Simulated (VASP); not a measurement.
# Ru3C2O8 (P1) in VASP: single point with PBE

Aim: the single point of Ru3C2O8 with PBE.

All numbers are computed with VASP 6.6.1; they aren't measurements. Logs are shortened: lines on timing, memory, paths and dates and some standing lists are left out, and cuts for length are marked.

## (1) The cell of the first run

The typed cell holds 13 atoms: a = 4.590 Å, b = 4.671 Å, c = 6.497 Å, α = 89.58°, β = 111.58°, γ = 59.81°.

## (2) Single point, PBE

Contents of INCAR:

```
PREC = Accurate
ENCUT = 520
EDIFF = 1E-7
ISMEAR = -1
SIGMA = 0.1
LREAL = F
LASPH = T
NELM = 100
ALGO = Fast
ISIF = 2
LWAVE = F
LCHARG = F
GGA = PE
NBANDS = 61
```

Contents of KPOINTS:

```
Automatic mesh
0
Gamma
  5 5 3
  0 0.5 0
```

Contents of POSCAR:

```
Ru3C2O8
1.0
    1.6322620000     -4.2893840000     -0.0406270000
    1.7034410000     -1.8280690000     -3.9469720000
    4.7963710000      4.3821330000     -0.0165510000
Ru O C
3 8 2
Direct
    0.4210460000      0.8131350000      0.6398150000
    0.5183420000      0.2195980000      0.3723820000
    0.0386800000      0.9670520000      0.0133340000
    0.6612050000      0.6708730000      0.0035160000
    0.3594660000      0.3307920000      0.9786180000
    0.0922530000      0.2119380000      0.3355440000
    0.0345730000      0.7194610000      0.3224250000
    0.6128430000      0.7007730000      0.3176890000
    0.9936830000      0.7592580000      0.6914780000
    0.3983720000      0.3417450000      0.6952060000
    0.9888170000      0.2814990000      0.7104020000
    0.8467100000      0.6124360000      0.2690910000
    0.1184370000      0.4427130000      0.7195690000
```

Potentials or basis: VASP PAW PBE potentials, release 64 (Ru_pv, O, C).

Run with:

```
$ cat potpaw_PBE.64/Ru_pv/POTCAR potpaw_PBE.64/O/POTCAR potpaw_PBE.64/C/POTCAR > POTCAR
$ mpirun -np 1 vasp_std > vasp.out
```

OUTCAR:

```text
PREC = Accurate
   ENCUT = 520
   EDIFF = 1E-7
   ISMEAR = -1
   LREAL = F
   LASPH = T
   NELM = 100
   ISIF = 2
   GGA = PE

 ion  position               nearest neighbor table
   1  0.421  0.813  0.640-   4 2.14   6 2.14   9 2.24  10 2.29  11 2.29   7 2.39  11 2.40   9 2.40
                            10 2.45   8 2.52  13 2.59  13 2.70   2 2.86   2 3.21   2 3.25
   2  0.518  0.220  0.372-   6 1.90   7 2.18   8 2.29   9 2.36   5 2.36  10 2.36  12 2.47   7 2.49
                             8 2.54  11 2.59  12 2.69   1 2.86   1 3.21   1 3.25   3 3.25   3 3.29
   3  0.039  0.967  0.013-   8 2.29   9 2.30  11 2.32   7 2.32   6 2.39   4 2.50  10 2.51   5 2.61
                             5 2.63   2 3.25   2 3.29
   4  0.661  0.671  0.004-  12 1.57   1 2.14   3 2.50
   5  0.359  0.331  0.979-  13 1.54  10 1.92   2 2.36   3 2.61   3 2.63
   6  0.092  0.212  0.336-  12 1.57   2 1.90   1 2.14   3 2.39
   7  0.035  0.719  0.322-  12 1.15   2 2.18   3 2.32   1 2.39   2 2.49
   8  0.613  0.701  0.318-  12 1.11   3 2.29   2 2.29   1 2.52   2 2.54
   9  0.994  0.759  0.691-  13 1.27  10 1.89   1 2.24   3 2.30   2 2.36   1 2.40
  10  0.398  0.342  0.695-  13 1.20   9 1.89   5 1.92   1 2.29   2 2.36   1 2.45   3 2.51
  11  0.989  0.281  0.710-  13 1.16   1 2.29   3 2.32   1 2.40   2 2.59
  12  0.847  0.612  0.269-   8 1.11   7 1.15   4 1.57   6 1.57   2 2.47   2 2.69
  13  0.118  0.443  0.720-  11 1.16  10 1.20   9 1.27   5 1.54   1 2.59   1 2.70

  LATTYP: Found a triclinic cell.
 ALAT       =     4.6176475871
 B/A-ratio  =     1.6892191581
 C/A-ratio  =     1.0116442998
 COS(alpha) =     0.0009085138
 COS(beta)  =     0.5118006596
 COS(gamma) =     0.5667463278

  Lattice vectors:

 A1 = (  -0.0711790000,  -2.4613150000,   3.9063450000)
 A2 = (   6.3574540000,  -2.3685660000,   3.8491670000)
 A3 = (  -1.7034410000,   1.8280690000,   3.9469720000)

Analysis of symmetry for initial positions (statically):
=====================================================================
 Subroutine PRICEL returns:
 Original cell was already a primitive cell.

 Routine SETGRP: Setting up the symmetry group for a
 triclinic supercell.

 Subroutine GETGRP returns: Found  1 space group operations
 (whereof  1 operations were pure point group operations)
 out of a pool of  2 trial point group operations.

The static configuration has the point symmetry C_1 .

Analysis of symmetry for dynamics (positions and initial velocities):
=====================================================================
 Subroutine PRICEL returns:
 Original cell was already a primitive cell.

 Routine SETGRP: Setting up the symmetry group for a
 triclinic supercell.

 Subroutine GETGRP returns: Found  1 space group operations
 (whereof  1 operations were pure point group operations)
 out of a pool of  2 trial point group operations.

The dynamic configuration has the point symmetry C_1 .

 Subroutine INISYM returns: Found  1 space group operations
 (whereof  1 operations are pure point group operations),
 and found     1 'primitive' translations

----------------------------------------------------------------------------------------

                                     Primitive cell

  volume of cell :     108.7038

  direct lattice vectors                    reciprocal lattice vectors
     1.632262000 -4.289384000 -0.040627000     0.159391108 -0.173894155  0.149330642
     1.703441000 -1.828069000 -3.946972000    -0.002290873  0.001544074 -0.255062625
     4.796371000  4.382133000 -0.016551000     0.155061883  0.058629865  0.039767024

  length of vectors
     4.589634505  4.671416860  6.496809858     0.279185141  0.255077586  0.170478928

  position of ions in fractional coordinates (direct lattice)
     0.421046000  0.813135000  0.639815000
     0.518342000  0.219598000  0.372382000
     0.038680000  0.967052000  0.013334000
     0.661205000  0.670873000  0.003516000
     0.359466000  0.330792000  0.978618000
     0.092253000  0.211938000  0.335544000
     0.034573000  0.719461000  0.322425000
     0.612843000  0.700773000  0.317689000
     0.993683000  0.759258000  0.691478000
     0.398372000  0.341745000  0.695206000
     0.988817000  0.281499000  0.710402000
     0.846710000  0.612436000  0.269091000
     0.118437000  0.442713000  0.719569000

  ion indices of the primitive-cell ions
   primitive index   ion index
                 1           1
                 2           2
                 3           3
                 4           4
                 5           5
                 6           6
                 7           7
                 8           8
                 9           9
                10          10
                11          11
                12          12
                13          13

----------------------------------------------------------------------------------------

 KPOINTS: Automatic mesh

Automatic generation of k-mesh.
 Grid dimensions read from file:
 generate k-points for:    5    5    3

 Generating k-lattice:

  Cartesian coordinates                     Fractional coordinates (reciprocal lattice)
     0.031878222 -0.034778831  0.029866128     0.200000000  0.000000000  0.000000000
    -0.000458175  0.000308815 -0.051012525     0.000000000  0.200000000  0.000000000
     0.051687294  0.019543288  0.013255675     0.000000000  0.000000000  0.333333333

  Length of vectors
     0.055837028  0.051015517  0.056826309

  Shift w.r.t. Gamma in fractional coordinates (k-lattice)
     0.000000000  0.500000000  0.000000000

 Subroutine IBZKPT returns following result:
 ===========================================

 Found     38 irreducible k-points:

 Following reciprocal coordinates:
            Coordinates               Weight
  0.000000  0.100000  0.000000      2.000000
  0.200000  0.100000 -0.000000      2.000000
  0.400000  0.100000  0.000000      2.000000
 -0.400000  0.100000  0.000000      2.000000
 -0.200000  0.100000 -0.000000      2.000000
 -0.000000  0.300000  0.000000      2.000000
[... 16 lines left out ...]
 -0.200000  0.300000  0.333333      2.000000
  0.000000  0.500000  0.333333      2.000000
 [... further k-points ...]
   k-points           NKPTS =     38   k-points in BZ     NKDIM =     38   number of bands    NBANDS=     61
   number of dos      NEDOS =    301   number of ions     NIONS =     13
   total plane-waves  NPLWV =  62208
   dimension x,y,z NGX =    36 NGY =   36 NGZ =   48
   dimension x,y,z NGXF=    72 NGYF=   72 NGZF=   96
   ions per type =               3   8   2
   NGX,Y,Z   is equivalent  to a cutoff of  13.04, 12.81, 12.28 a.u.
   NGXF,Y,Z  is equivalent  to a cutoff of  26.08, 25.62, 24.57 a.u.
 SYSTEM =  unknown system
   PREC   = accura    normal or accurate (medium, high low for compatibility)
   ISTART =      0    job   : 0-new  1-cont  2-samecut
   ICHARG =      2    charge: 1-file 2-atom 10-const
   ISPIN  =      1    spin polarized calculation?
   LNONCOLLINEAR =      F non collinear calculations
   LSORBIT =      F    spin-orbit coupling
   LASPH  =      T    aspherical Exc in radial PAW
   ENCUT  =  520.0 eV  38.22 Ry    6.18 a.u.   8.53  8.69 12.08*2*pi/ulx,y,z
   NELM   =    100;   NELMIN=  2; NELMDL= -5     # of ELM steps
   EDIFF  = 0.1E-06   stopping-criterion for ELM
   LREAL  =      F    real-space projection
   EDIFFG = 0.1E-05   stopping-criterion for IOM
   NSW    =      0    number of steps for IOM
   IBRION =     -1    ionic relax: 0-MD 1-quasi-New 2-CG
   NFREE  =      0    steps in history (QN), initial steepest desc. (CG)
   ISIF   =      2    stress and relaxation
   ISYM   =      2    0-nonsym 1-usesym 2-fastsym
   POTIM  = 0.5000    time-step for ionic-motion
   TEBEG  =    0.0;   TEEND  =   0.0 temperature during run
   PSTRESS=    0.0 pullay stress
   NELECT =      98.0000    total number of electrons
   NUPDOWN=      -1.0000    fix difference up-down
   EMIN   =  10.00;   EMAX   =-10.00  energy-range for DOS
   EFERMI =   0.00;   METHOD = LEGACY
   ISMEAR =    -1;   SIGMA  =   0.10  broadening in eV -4-tet -1-fermi 0-gaus
   EFERMI_NEDOS =   21; number of points for ismear=-14 and -15
   IALGO  =     68    algorithm
   IMIX   =      4    mixing-type and parameters
     AMIX     =   0.40;   BMIX     =  1.00
     AMIX_MAG =   1.60;   BMIX_MAG =  1.00
  volume/ion in A,a.u.               =       8.36        56.43
  Fermi-wavevector in a.u.,A,eV,Ry     =   1.581498  2.988598 34.030024  2.501136
  Thomas-Fermi vector in A             =   2.681564
   LORBIT       =      0    0 simple, 1 ext, 2 COOP (PROOUT), +10 PAW based schemes
   GGA     = PE    functional components
   LHFCALC =     F    Hartree Fock is set to
   AEXX    =    0.0000 exact exchange contribution
   IVDW    =     0    specifies the selected vdW correction
   LEPSILON=     F    determine dielectric tensor
   LRPA    =     F    only Hartree local field effects (RPA)
 non-spin polarized calculation
 RMM-DIIS sequential band-by-band and
  energy-cutoff  :      520.00
  volume of cell :      108.70
 maximum number of plane-waves:      2948
 NGX is ok and might be reduce to    36
   NGX = 17   NGY = 17   NGZ = 25

 number of electron      97.9999996 magnetization

 Free energy of the ion-electron system (eV)
  ---------------------------------------------------
  ext. energy  EPLUGINS =         0.00000000
  ---------------------------------------------------
  free energy    TOTEN  =       -77.27462136 eV

  energy without entropy =      -76.81828606  energy(sigma->0) =      -77.04645371

 E-fermi :   8.8724     XC(G=0): -12.8701

 val. band max:        8.8702895198   @ k =  -0.2000  -0.3000   0.3333
 cond. band min:       8.8750095528   @ k =   0.2000   0.3000  -0.0000
 fundamental gap:      0.0047200330
 Fermi energy:         8.8724233335

 k-point     1 :       0.0000    0.1000    0.0000
  band No.  band energies     occupation
      1     -34.4304      2.00000
      2     -34.3068      2.00000
      3     -34.1190      2.00000
      4     -34.0817      2.00000
      5     -34.0706      2.00000
      6     -33.9917      2.00000
[... 1525 lines left out ...]
     60      16.1057      0.00000
     61      16.8923      0.00000

 [... further k-points ...]
[... 5 lines left out ...]
  --------------------------------------------------------------------------------------
  -------------------------------------------------------------------------------------
  Total       30.0470074     58.9031609     33.1217153    -13.2235010     -4.7765806     -6.9614577
  in kB      442.8608025    868.1696913    488.1787132   -194.9002844    -70.4016978   -102.6044519
  external PRESSURE =     599.7364023 kB  Pullay stress =       0.0000000 kB

 VOLUME and BASIS-vectors are now :
 -----------------------------------------------------------------------------
  energy-cutoff  :      520.00
  volume of cell :      108.70
      direct lattice vectors                 reciprocal lattice vectors
     1.632262000 -4.289384000 -0.040627000     0.159391108 -0.173894155  0.149330642
     1.703441000 -1.828069000 -3.946972000    -0.002290873  0.001544074 -0.255062625
     4.796371000  4.382133000 -0.016551000     0.155061883  0.058629865  0.039767024

 POSITION                                       TOTAL-FORCE (eV/Angst)
 -----------------------------------------------------------------------------------
      5.14117     -0.48874     -3.23712         2.174080      1.441892     -0.327466
      3.00622     -0.99298     -0.89397        -0.543495     -0.804300     -1.013097
      1.77441     -1.87532     -3.81872        -0.429811      0.380766     -0.645485
      2.23892     -4.04716     -2.67484        -1.989758     -0.851367     -0.372168
      5.84404      2.14184     -1.33643         7.376946      2.692058      1.351186
      2.12100      0.68725     -0.84581        -1.906622     -0.685091      1.173728
      2.82846     -0.05061     -2.84643         7.098821    -11.332564     -4.215216
      3.71780     -2.51762     -2.79609        -0.607474     17.684311     -4.921705
      6.23189     -2.62012     -3.04859        -0.190808      3.083279     -8.483120
      4.56686      0.71298     -1.37655        -0.931951    -13.144376      6.977258
      5.50088     -1.64294     -1.16300        -8.613115      9.333073      5.341801
      3.71596     -3.57225     -2.45612        -9.832775     -6.902472      8.514840
      4.39878      1.83592     -1.76410         8.395962     -0.895210     -3.380558
 -----------------------------------------------------------------------------------
    total drift:                                0.000175      0.000157     -0.000204

  FREE ENERGIE OF THE ION-ELECTRON SYSTEM (eV)
  ---------------------------------------------------
  free  energy   TOTEN  =       -77.2746213588 eV

  energy  without entropy=      -76.8182860575  energy(sigma->0) =      -77.04645371
```

It took 5.4 min on 1 thread of Intel Xeon Platinum 8259CL at 2.50GHz (Skylake/Cascade Lake), shared host; peak memory 0.36 GiB.

Results:

```
Free energy            : -77.2746 eV
Pressure               : 60.0 GPa
Largest force          : 18.366 eV/Å
Band gap on the k mesh : zero (bands 49 and 50 overlap by 0.10 eV)
```

Forces on the atoms (eV/Å):
```
Ru    2.174   1.442  -0.327
Ru   -0.543  -0.804  -1.013
Ru   -0.430   0.381  -0.645
O    -1.990  -0.851  -0.372
O     7.377   2.692   1.351
O    -1.907  -0.685   1.174
O     7.099 -11.333  -4.215
O    -0.607  17.684  -4.922
O    -0.191   3.083  -8.483
O    -0.932 -13.144   6.977
O    -8.613   9.333   5.342
C    -9.833  -6.902   8.515
C     8.396  -0.895  -3.381
```

Stress tensor (GPa, compression positive):
```
 44.29 -19.49 -10.26
-19.49  86.82  -7.04
-10.26  -7.04  48.82
```

Caveat: the cell stands under pressure; forces of over 1 eV/Å act on the atoms, so gaps and moduli don't describe the material at rest.
